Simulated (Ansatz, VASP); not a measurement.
# Two plane-wave programs on TiAl

INCAR

```
PREC     = Accurate       # precision mode
ENCUT    = 520            # plane-wave cutoff, eV
EDIFF    = 1E-7           # SCF threshold, eV
ISMEAR   = 0              # smearing method
SIGMA    = 0.15           # smearing width, eV
LREAL    = False          # projectors in reciprocal space
LASPH    = True           # aspherical terms in the spheres
NELM     = 100            # most SCF steps
ALGO     = Fast           # electronic algorithm
ISIF     = 2              # what is computed and relaxed
LWAVE    = False          # write WAVECAR
LCHARG   = False          # write CHGCAR
GGA      = PS             # functional
NBANDS   = 14             # bands
```

KPOINTS

```
regular mesh
0
Gamma
  18 18 10
```

File POSCAR:

```
TiAl
1.0
    2.8672622327      0.0000000000      0.0000000000
   -1.4336311163      2.4831219328      0.0000000000
    0.0000000000      0.0000000000      4.6780830000
Ti Al
1 1
Direct
   -0.1166989603     -0.0854295681      0.0000000000
    0.3333333333      0.6666666667      0.5000000000
```

Input for Ansatz:

```yaml
crystal:
  lattice:
    - [2.8672622327, 0.0, 0.0]
    - [-1.4336311163, 2.4831219328, 0.0]
    - [0.0, 0.0, 4.678083]
  atoms:
    - { symbol: Ti, position: [-0.1166989603, -0.0854295681, 0.0] }
    - { symbol: Al, position: [0.3333333333, 0.6666666667, 0.5] }
basis:
  ecutwfc: 420
kpoints:
  mp_grid: { grid: [18, 18, 10] }
hamiltonian:
  xc: pbesol
scf:
  occupations: { method: gaussian, width: 0.15 }
output:
  forces: true
  stress: true
  eigenvalues: true
```

Alike in both runs: task single point; functional PBEsol; k mesh 18 × 18 × 10; occupations gaussian, width 0.15 eV; no spin polarisation.

|  | VASP | Ansatz |
| --- | --- | --- |
| version | VASP 6.6.1 | Ansatz 0.2.0 |
| potentials or method | VASP PAW PBE potentials, release 64 (Ti_sv, Al), cutoff 520 eV | scalar-relativistic, plane waves, PAW |
| valence electrons in the cell | 15 | 15 |

Ansatz gave:

* gap on the k mesh at the Fermi level (eV): none
* pressure (GPa): -2.0
* traceless stress, the component that is largest in VASP (GPa): -3.35
* rms of the force components (eV/Å): 0.413

Problem. Which values does VASP return?

Solution. gap on the k mesh at the Fermi level (eV): none; pressure (GPa): -2.0; traceless stress, the component that is largest in VASP (GPa): -3.39; rms of the force components (eV/Å): 0.413.

VASP's potentials were made for PBE, not for PBEsol. Atom by atom the forces differ by 0.000 eV/Å (rms over components). A gap of «none» marks a metal or a gap that the smearing closes.
